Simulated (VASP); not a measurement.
# CsTaAlP3 (P-6m2) in VASP: notebook

CsTaAlP3 is run at these levels: PBE; tasks: single point, relaxation of cell and atoms.

Everything below comes from runs of VASP 6.6.1. Logs are shortened: lines on timing, memory, paths and dates and some standing lists are left out, and cuts for length are marked.

## (1) The cell of the first run

It takes space group P-6m2 (No. 187, hexagonal). The conventional cell has a = 6.922 Å, b = 6.922 Å, c = 3.224 Å, α = 90.00°, β = 90.00°, γ = 120.00°. Within 4.2 Å of Cs (site symmetry -6m2) lie 2 Cs at 3.22 Å and 12 P at 3.82 Å and 3 Ta at 4.00 Å and 3 Al at 4.00 Å. Ta (site symmetry -6m2) has 6 P at 2.54 Å and 2 Ta at 3.22 Å within 3.4 Å. Al (site symmetry -6m2) has 6 P at 2.59 Å and 2 Al at 3.22 Å within 3.4 Å. P (site symmetry mm2) has 2 Ta at 2.54 Å and 2 Al at 2.59 Å and 6 P at 3.22 to 3.52 Å within 3.6 Å.

The cell was generated, and may not be a known phase.

## (2) Single point, PBE

File INCAR:

```
SYSTEM = CsTaAlP3
ALGO     = Normal         ! electronic algorithm
EDIFF    = 1E-6           ! SCF threshold, eV
ENCUT    = 520            ! plane-wave cutoff, eV
GGA      = PE             ! functional
ISIF     = 2              ! what is computed and relaxed
ISMEAR   = 0              ! smearing method
LASPH    = .True.         ! aspherical terms in the spheres
LCHARG   = .False.        ! write CHGCAR
LREAL    = .False.        ! projectors in reciprocal space
LWAVE    = .False.        ! write WAVECAR
NBANDS   = 28             ! bands
NELM     = 100            ! most SCF steps
PREC     = Accurate       ! precision mode
SIGMA    = 0.1            ! smearing width, eV
```

File KPOINTS:

```
k-points
0
Gamma
  3 3 4
  0 0 0
```

File POSCAR:

```
CsTaAlP3
1.0
    6.9217904397      0.0000000000      0.0000000000
   -3.4608952199      5.9944463605      0.0000000000
    0.0000000000      0.0000000000      3.2235637989
Cs Ta Al P
1 1 1 3
Direct
    0.0000000000      0.0000000000      0.0000000000
    0.6666666667      0.3333333333      0.0000000000
    0.3333333333      0.6666666667      0.0000000000
   -0.0055885351      0.4972057324      0.5000000000
    0.5027942676      0.4972057324      0.5000000000
    0.5027942676      1.0055885351      0.5000000000
```

Potentials or basis: VASP PAW PBE potentials, release 64 (Cs_sv, Ta_pv, Al, P).

The run is started by

```
cat potpaw_PBE.64/Cs_sv/POTCAR potpaw_PBE.64/Ta_pv/POTCAR potpaw_PBE.64/Al/POTCAR potpaw_PBE.64/P/POTCAR > POTCAR
mpirun -np 1 vasp_std > vasp.out
```

OUTCAR:

```text
SYSTEM = CsTaAlP3
   EDIFF = 1E-6
   ENCUT = 520
   GGA = PE
   ISIF = 2
   ISMEAR = 0
   LASPH = .True.
   LREAL = .False.
   NELM = 100
   PREC = Accurate

 ion  position               nearest neighbor table
   1  0.000  0.000  0.000-
   2  0.667  0.333  0.000-   4 2.54   4 2.54   5 2.54   5 2.54   6 2.54   6 2.54
   3  0.333  0.667  0.000-   4 2.59   4 2.59   6 2.59   6 2.59   5 2.59   5 2.59
   4  0.994  0.497  0.500-   2 2.54   2 2.54   3 2.59   3 2.59
   5  0.503  0.497  0.500-   2 2.54   2 2.54   3 2.59   3 2.59
   6  0.503  0.006  0.500-   2 2.54   2 2.54   3 2.59   3 2.59

  LATTYP: Found a hexagonal cell.
 ALAT       =     6.9217904397
 C/A-ratio  =     0.4657124232

  Lattice vectors:

 A1 = (   6.9217904397,   0.0000000000,   0.0000000000)
 A2 = (  -3.4608952199,   5.9944463605,   0.0000000000)
 A3 = (   0.0000000000,   0.0000000000,   3.2235637989)

Analysis of symmetry for initial positions (statically):
=====================================================================
 Subroutine PRICEL returns:
 Original cell was already a primitive cell.

 Routine SETGRP: Setting up the symmetry group for a
 hexagonal supercell.

 Subroutine GETGRP returns: Found 12 space group operations
 (whereof 12 operations were pure point group operations)
 out of a pool of 24 trial point group operations.

The static configuration has the point symmetry D_3h.

Analysis of symmetry for dynamics (positions and initial velocities):
=====================================================================
 Subroutine PRICEL returns:
 Original cell was already a primitive cell.

 Routine SETGRP: Setting up the symmetry group for a
 hexagonal supercell.

 Subroutine GETGRP returns: Found 12 space group operations
 (whereof 12 operations were pure point group operations)
 out of a pool of 24 trial point group operations.

The dynamic configuration has the point symmetry D_3h.

 Subroutine INISYM returns: Found 12 space group operations
 (whereof 12 operations are pure point group operations),
 and found     1 'primitive' translations

----------------------------------------------------------------------------------------

                                     Primitive cell

  volume of cell :     133.7531

  direct lattice vectors                    reciprocal lattice vectors
     6.921790440  0.000000000  0.000000000     0.144471291  0.083410539  0.000000000
    -3.460895220  5.994446360  0.000000000     0.000000000  0.166821077  0.000000000
     0.000000000  0.000000000  3.223563799     0.000000000  0.000000000  0.310215669

  length of vectors
     6.921790440  6.921790440  3.223563799     0.166821077  0.166821077  0.310215669

  position of ions in fractional coordinates (direct lattice)
     0.000000000  0.000000000  0.000000000
     0.666666667  0.333333333  0.000000000
     0.333333333  0.666666667  0.000000000
     0.994411465  0.497205732  0.500000000
     0.502794268  0.497205732  0.500000000
     0.502794268  0.005588535  0.500000000

  ion indices of the primitive-cell ions
   primitive index   ion index
                 1           1
                 2           2
                 3           3
                 4           4
                 5           5
                 6           6

----------------------------------------------------------------------------------------

 KPOINTS: k-points

Automatic generation of k-mesh.
 Grid dimensions read from file:
 generate k-points for:    3    3    4

 Generating k-lattice:

  Cartesian coordinates                     Fractional coordinates (reciprocal lattice)
     0.048157097  0.027803513  0.000000000     0.333333333  0.000000000  0.000000000
     0.000000000  0.055607026  0.000000000     0.000000000  0.333333333  0.000000000
     0.000000000  0.000000000  0.077553917     0.000000000  0.000000000  0.250000000

  Length of vectors
     0.055607026  0.055607026  0.077553917

  Shift w.r.t. Gamma in fractional coordinates (k-lattice)
     0.000000000  0.000000000  0.000000000

 Subroutine IBZKPT returns following result:
 ===========================================

 Found      9 irreducible k-points:

 Following reciprocal coordinates:
            Coordinates               Weight
  0.000000  0.000000  0.000000      1.000000
  0.333333 -0.000000  0.000000      6.000000
  0.333333  0.333333  0.000000      2.000000
  0.000000  0.000000  0.250000      2.000000
  0.333333 -0.000000  0.250000     12.000000
  0.333333  0.333333  0.250000      4.000000
  0.000000  0.000000  0.500000      1.000000
  0.333333 -0.000000  0.500000      6.000000
  0.333333  0.333333  0.500000      2.000000
   k-points           NKPTS =      9   k-points in BZ     NKDIM =      9   number of bands    NBANDS=     28
   number of dos      NEDOS =    301   number of ions     NIONS =      6
   total plane-waves  NPLWV =  69984
   dimension x,y,z NGX =    54 NGY =   54 NGZ =   24
   dimension x,y,z NGXF=   108 NGYF=  108 NGZF=   48
   ions per type =               1   1   1   3
   NGX,Y,Z   is equivalent  to a cutoff of  12.97, 12.97, 12.38 a.u.
   NGXF,Y,Z  is equivalent  to a cutoff of  25.94, 25.94, 24.75 a.u.
 SYSTEM =  CsTaAlP3
   PREC   = accura    normal or accurate (medium, high low for compatibility)
   ISTART =      0    job   : 0-new  1-cont  2-samecut
   ICHARG =      2    charge: 1-file 2-atom 10-const
   ISPIN  =      1    spin polarized calculation?
   LNONCOLLINEAR =      F non collinear calculations
   LSORBIT =      F    spin-orbit coupling
   LASPH  =      T    aspherical Exc in radial PAW
   ENCUT  =  520.0 eV  38.22 Ry    6.18 a.u.  12.87 12.87  5.99*2*pi/ulx,y,z
   NELM   =    100;   NELMIN=  2; NELMDL= -5     # of ELM steps
   EDIFF  = 0.1E-05   stopping-criterion for ELM
   LREAL  =      F    real-space projection
   EDIFFG = 0.1E-04   stopping-criterion for IOM
   NSW    =      0    number of steps for IOM
   IBRION =     -1    ionic relax: 0-MD 1-quasi-New 2-CG
   NFREE  =      0    steps in history (QN), initial steepest desc. (CG)
   ISIF   =      2    stress and relaxation
   ISYM   =      2    0-nonsym 1-usesym 2-fastsym
   POTIM  = 0.5000    time-step for ionic-motion
   TEBEG  =    0.0;   TEEND  =   0.0 temperature during run
   PSTRESS=    0.0 pullay stress
   NELECT =      38.0000    total number of electrons
   NUPDOWN=      -1.0000    fix difference up-down
   EMIN   =  10.00;   EMAX   =-10.00  energy-range for DOS
   EFERMI =   0.00;   METHOD = LEGACY
   ISMEAR =     0;   SIGMA  =   0.10  broadening in eV -4-tet -1-fermi 0-gaus
   EFERMI_NEDOS =   21; number of points for ismear=-14 and -15
   IALGO  =     38    algorithm
   IMIX   =      4    mixing-type and parameters
     AMIX     =   0.40;   BMIX     =  1.00
     AMIX_MAG =   1.60;   BMIX_MAG =  1.00
  volume/ion in A,a.u.               =      22.29       150.44
  Fermi-wavevector in a.u.,A,eV,Ry     =   1.076221  2.033763 15.758968  1.158251
  Thomas-Fermi vector in A             =   2.212099
   LORBIT       =      0    0 simple, 1 ext, 2 COOP (PROOUT), +10 PAW based schemes
   GGA     = PE    functional components
   LHFCALC =     F    Hartree Fock is set to
   AEXX    =    0.0000 exact exchange contribution
   IVDW    =     0    specifies the selected vdW correction
   LEPSILON=     F    determine dielectric tensor
   LRPA    =     F    only Hartree local field effects (RPA)
 non-spin polarized calculation
 Gauss-broadening in eV      SIGMA  =   0.10
  energy-cutoff  :      520.00
  volume of cell :      133.75
 maximum number of plane-waves:      3624
 NGX is ok and might be reduce to    54
   NGX = 25   NGY = 25   NGZ = 11

 number of electron      38.0000000 magnetization

 Free energy of the ion-electron system (eV)
  ---------------------------------------------------
  ext. energy  EPLUGINS =         0.00000000
  ---------------------------------------------------
  free energy    TOTEN  =       -33.89190794 eV

  energy without entropy =      -33.88465869  energy(sigma->0) =      -33.88828332

 E-fermi :   5.0842     XC(G=0):  -9.9405

 val. band max:        4.9538689990   @ k =   0.3333   0.3333   0.5000
 cond. band min:       5.1289682047   @ k =   0.0000   0.0000   0.0000
 fundamental gap:      0.1750992057
 Fermi energy:         5.0841974586

 k-point     1 :       0.0000    0.0000    0.0000
  band No.  band energies     occupation
      1     -29.5551      2.00000
      2     -29.5551      2.00000
      3     -29.3254      2.00000
      4     -17.2624      2.00000
      5      -6.9685      2.00000
      6      -4.9748      2.00000
[... 20 lines left out ...]
     27       9.3667      0.00000
     28       9.8435      0.00000

 k-point     2 :       0.3333   -0.0000    0.0000
  band No.  band energies     occupation
      1     -29.5551      2.00000
      2     -29.5551      2.00000
      3     -29.3254      2.00000
      4     -17.2614      2.00000
      5      -6.7897      2.00000
      6      -5.6981      2.00000
[... 20 lines left out ...]
     27       9.4237      0.00000
     28      10.4255      0.00000

 k-point     3 :       0.3333    0.3333    0.0000
  band No.  band energies     occupation
      1     -29.5551      2.00000
      2     -29.5551      2.00000
      3     -29.3254      2.00000
      4     -17.2609      2.00000
      5      -6.3964      2.00000
      6      -6.3963      2.00000
[... 20 lines left out ...]
     27       9.9878      0.00000
     28      10.4446      0.00000

 k-point     4 :       0.0000    0.0000    0.2500
  band No.  band energies     occupation
      1     -29.5377      2.00000
      2     -29.5377      2.00000
      3     -29.4693      2.00000
      4     -16.9293      2.00000
      5      -6.1823      2.00000
      6      -4.5205      2.00000
[... 113 lines left out ...]
     27       9.5481      0.00000
     28       9.5481      0.00000

 k-point     8 :       0.3333   -0.0000    0.5000
  band No.  band energies     occupation
      1     -29.6094      2.00000
      2     -29.5203      2.00000
      3     -29.5203      2.00000
      4     -16.5466      2.00000
      5      -5.9034      2.00000
      6      -4.6845      2.00000
[... 20 lines left out ...]
     27       9.3114      0.00000
     28       9.3342      0.00000

 k-point     9 :       0.3333    0.3333    0.5000
  band No.  band energies     occupation
      1     -29.6094      2.00000
      2     -29.5203      2.00000
      3     -29.5203      2.00000
      4     -16.5464      2.00000
      5      -5.8672      2.00000
      6      -4.7304      2.00000
[... 20 lines left out ...]
     27       9.5104      0.00000
     28       9.6811      0.00000

------------------------ aborting loop because EDIFF is reached ----------------------------------------

  FORCE on cell =-STRESS in cart. coord.  units (eV):
  Direction    XX          YY          ZZ          XY          YZ          ZX
  --------------------------------------------------------------------------------------
  -------------------------------------------------------------------------------------
  Total        0.0131300      0.0131300      0.1394807     -0.0000000     -0.0000000      0.0000000
  in kB        0.1572789      0.1572789      1.6707864     -0.0000000     -0.0000000      0.0000000
  external PRESSURE =       0.6617814 kB  Pullay stress =       0.0000000 kB

 VOLUME and BASIS-vectors are now :
 -----------------------------------------------------------------------------
  energy-cutoff  :      520.00
  volume of cell :      133.75
      direct lattice vectors                 reciprocal lattice vectors
     6.921790440  0.000000000  0.000000000     0.144471291  0.083410539  0.000000000
    -3.460895220  5.994446360  0.000000000     0.000000000  0.166821077  0.000000000
     0.000000000  0.000000000  3.223563799     0.000000000  0.000000000  0.310215669

 POSITION                                       TOTAL-FORCE (eV/Angst)
 -----------------------------------------------------------------------------------
      0.00000      0.00000      0.00000         0.000000      0.000000     -0.000000
      3.46090      1.99815      0.00000         0.000000     -0.000000     -0.000000
     -0.00000      3.99630      0.00000         0.000000      0.000000     -0.000000
      5.16233      2.98047      1.61178        -0.014444     -0.008339      0.000000
      1.75946      2.98047      1.61178         0.014444     -0.008339      0.000000
      3.46090      0.03350      1.61178        -0.000000      0.016679     -0.000000
 -----------------------------------------------------------------------------------
    total drift:                               -0.000001      0.000000      0.000000

  FREE ENERGIE OF THE ION-ELECTRON SYSTEM (eV)
  ---------------------------------------------------
  free  energy   TOTEN  =       -33.8919079428 eV

  energy  without entropy=      -33.8846586929  energy(sigma->0) =      -33.88828332
```

Run time: 17 s. Hardware: 1 thread of AMD EPYC 9R45 (Zen 5), shared host; peak memory 0.23 GiB.

What came out:

- Free energy: -33.8919 eV
- Pressure: 0.1 GPa
- Largest force: 0.017 eV/Å
- Band gap on the k mesh: zero (bands 19 and 20 overlap by 0.18 eV)

Forces in eV/Å, atoms in the order of the input:
```
Cs   0.000  0.000  0.000
Ta   0.000  0.000  0.000
Al   0.000  0.000  0.000
P   -0.014 -0.008  0.000
P    0.014 -0.008  0.000
P    0.000  0.017  0.000
```

Caveat: the k points lie up to 0.49 Å⁻¹ apart; spin-orbit coupling is left out, which moves the levels of the heavy elements.

[end of part 1 of 3]

The gap in the log of VASP goes by the Fermi energy; the results here count the filled bands.